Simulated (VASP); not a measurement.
Here is a VASP 6.6.1 calculation.

The input INCAR:

```
ALGO = Normal
EDIFF = 1E-6
ENCUT = 520
GGA = PE
ISIF = 2
ISMEAR = -1
ISPIN = 2
LASPH = T
LCHARG = F
LMAXMIX = 4
LORBIT = 11
LREAL = F
LWAVE = F
MAGMOM = 1
NBANDS = 16
NELM = 150
PREC = Accurate
SIGMA = 0.05
```

KPOINTS

```
k-points
0
Gamma
  13 13 13
```

POSCAR

```
V
1.0
    2.4443045302      0.0000000000      0.0000000000
    0.0000000000      2.4443045302      0.0000000000
    0.0000000000      0.0000000000      2.4443045302
V
1
Direct
    0.0000000000      0.0000000000      0.0000000000
```

Potentials or basis: VASP PAW PBE potentials, release 64 (V_sv).

Launch:

```bash
$ cat potpaw_PBE.64/V_sv/POTCAR > POTCAR
$ mpirun -np 1 vasp_std > vasp.out
```

(1) What does it give for the pressure?

(2) Predict the net moment.

Answers

(1) 0.3 GPa.

(2) 0.00 μB per cell.
